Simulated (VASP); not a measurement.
Input of a VASP 6.6.1 run:

Contents of INCAR:

```
SYSTEM = Mg3ZnS4
  PREC = Accurate
  ENCUT = 600
  EDIFF = 1E-7
  ISMEAR = 0
  SIGMA = 0.02
  LREAL = .FALSE.
  LASPH = .TRUE.
  NELM = 80
  ALGO = Normal
  ISIF = 3
  LWAVE = .FALSE.
  LCHARG = .FALSE.
  GGA = PE
  IBRION = 2
  NSW = 100
  EDIFFG = -0.01
```

KPOINTS

```
Automatic mesh
0
G
  8 8 4
  0 0 0
```

File POSCAR:

```
Mg3ZnS4
1.0
    3.6861326765      0.0000000000      0.0000000000
    0.0000000000      3.6861326765      0.0000000000
    0.0000000000      0.0000000000     10.3741595471
Mg Zn S
3 1 4
Direct
    0.0000000000      0.0000000000      0.7526584271
    0.0000000000      0.0000000000      0.2473415729
    0.5000000000      0.5000000000      0.5000000000
    0.5000000000      0.5000000000      0.0000000000
    0.0000000000      0.0000000000      0.0000000000
    0.5000000000      0.5000000000      0.2462788311
    0.0000000000      0.0000000000      0.5000000000
    0.5000000000      0.5000000000      0.7537211689
```

Potentials or basis: VASP PAW PBE potentials, release 64 (Mg, Zn, S).

Command:

```console
$ cat potpaw_PBE.64/Mg/POTCAR potpaw_PBE.64/Zn/POTCAR potpaw_PBE.64/S/POTCAR > POTCAR
$ mpirun -np 1 vasp_std > vasp.out
```

Question: What does it give for the relaxed cell?

Answer: a = 3.674 Å, b = 3.674 Å, c = 10.397 Å, α = 90.00°, β = 90.00°, γ = 90.00°.

Question: Predict the relaxed volume.

Answer: 17.54 Å³/atom.

Question: Predict the band gap on the k mesh.

Answer: 1.02 eV, indirect (least direct gap 1.61 eV).

Step by step:
| step | energy change (eV) | largest force (eV/Å) | pressure (GPa) | volume (Å³) |
| --- | --- | --- | --- | --- |
| 1 | 0.0000 | 0.0215 | -0.35 | 140.96 |
| 2 | -0.0012 | 0.0179 | 0.08 | 140.18 |
| 3 | -0.0012 | 0.0180 | 0.08 | 140.18 |
| 4 | -0.0014 | 0.0121 | 0.03 | 140.26 |
| 5 | -0.0015 | 0.0069 | -0.01 | 140.33 |

A k mesh can miss the band edges.
